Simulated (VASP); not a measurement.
Write the native input for VASP 6.6.1 that does the following.

| Item | Value |
| --- | --- |
| Task | single point |
| Functional | PBEsol |
| Potentials or basis | VASP PAW PBE potentials, release 64 (Ta_pv, N) |
| Cutoff | 520 eV |
| k mesh | 15 × 15 × 8 |
| Occupations | gaussian, width 0.15 eV |
| Spin | no spin polarisation |
| Dipole correction | no |
| Further INCAR settings | ALGO = Normal; EDIFF = 1e-07; NBANDS = 24 |

The structure of TaN lies in POSCAR:

```
TaN
1.0
    2.8891806446      0.0000000000      0.0000000000
   -1.4445903223      2.5021038344      0.0000000000
    0.0000000000      0.0000000000      5.8600190937
Ta N
2 2
Direct
   -0.0680729572     -0.0378481495      0.0000000000
    0.0680729572      0.0378481495      0.5000000000
    0.3333333333      0.6666666667      0.2500000000
    0.6666666667      0.3333333333      0.7500000000
```

This cell differs from its parent crystal: mode 4 frozen in at -0.142 Å and mode 5 at -0.095 Å (largest displacements).

One way to write it, as run:

INCAR

```
PREC = Accurate
ENCUT = 520
EDIFF = 1E-7
ISMEAR = 0
SIGMA = 0.15
LREAL = False
LASPH = True
NELM = 60
ALGO = Normal
ISIF = 2
LWAVE = False
LCHARG = False
GGA = PS
NBANDS = 24
```

KPOINTS

```
Automatic mesh
0
Gamma
  15 15 8
```

Potentials or basis: VASP PAW PBE potentials, release 64 (Ta_pv, N).

The run is started by

```console
$ cat potpaw_PBE.64/Ta_pv/POTCAR potpaw_PBE.64/N/POTCAR > POTCAR
$ mpirun -np 1 vasp_std > vasp.out
```

It gave:

```
Pressure               : 5.8 GPa
Largest force          : 2.378 eV/Å
Band gap on the k mesh : zero (band 16 reaches 8.67 eV, above the bottom of band 17 at 7.96 eV)
```

Caveat: the cell differs from its parent crystal (mode 4 frozen in at -0.142 Å and mode 5 at -0.095 Å (largest displacements)); the PAW data sets were made with another functional, which shifts forces and pressure a little; spin-orbit coupling is left out, which moves the levels of the heavy elements.

It took 12 min on 1 thread of Intel(R) Xeon(R) Platinum 8259CL CPU @ 2.50GHz (Skylake/Cascade Lake), with other jobs on the host, peak memory 0.56 GiB.
